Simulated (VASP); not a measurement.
Here is a VASP 6.6.1 calculation.

The input INCAR:

```
PREC = Accurate
ENCUT = 520
EDIFF = 1E-7
ISMEAR = -1
SIGMA = 0.05
LREAL = False
LASPH = True
NELM = 100
ALGO = Normal
ISIF = 2
LWAVE = False
LCHARG = True
LELF = True
LVHAR = True
NBANDS = 13
```

KPOINTS

```
Automatic mesh
0
Gamma
  13 13 13
```

The input POSCAR:

```
S
1.0
    0.0000000000      2.7693600248      2.7693600248
    2.7693600248      0.0000000000      2.7693600248
    2.7693600248      2.7693600248      0.0000000000
S
2
Direct
   -0.1250000000     -0.1250000000     -0.1250000000
    0.1250000000      0.1250000000      0.1250000000
```

Potentials or basis: VASP PAW LDA potentials, release 64 (S).

Command:

```sh
$ cat potpaw_LDA.64/S/POTCAR > POTCAR
$ mpirun -np 1 vasp_std > vasp.out
```

Task: Estimate the pressure.

Result: 2.9 GPa.

Task: Estimate the band gap on the k mesh.

Result: Zero (band 6 reaches 5.18 eV, above the bottom of band 7 at 3.57 eV).
